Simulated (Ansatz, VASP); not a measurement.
# Si3B4: VASP beside Ansatz

```xyz
7
Lattice="0.0000 3.4787 3.4787 3.4787 0.0000 3.4787 3.4787 3.4787 0.0000" Properties=species:S:1:pos:R:3 pbc="T T T"
Si    5.2181    5.2181    5.2181
Si    1.7394    1.7394    1.7394
Si    0.0000    0.0000    0.0000
B     4.0853    4.0853    4.0853
B     2.8722    2.8722    4.0853
B     2.8722    4.0853    2.8722
B     4.0853    2.8722    2.8722
```

Alike in both runs: functional PBE; k mesh 4 × 4 × 4; occupations gaussian, width 0.2 eV; no spin polarisation.

Ansatz relaxed the structure, and its values are those at the end. VASP's run is a single point on that final structure, the one shown.

|  | VASP | Ansatz |
| --- | --- | --- |
| version | VASP 6.6.1 | Ansatz 0.2.0 |
| potentials or method | VASP PAW PBE potentials, release 64 (Si, B), cutoff 500 eV | scalar-relativistic, plane waves, PAW |
| valence electrons in the cell | 24 | 24 |

|  | VASP | Ansatz | Ansatz less VASP |
| --- | --- | --- | --- |
| gap on the k mesh at the Fermi level (eV) | none | none | - |
| pressure (GPa) | -0.3 | -0.3 | +0.03 |
| rms of the force components (eV/Å) | 0.047 | 0.060 | +0.0124 |

A gap of «none» marks a metal or a gap that the smearing closes. With one functional, cell and mesh, what is left measures potentials, basis and numerics.

The k mesh is coarse, so the values compare programs but aren't converged.
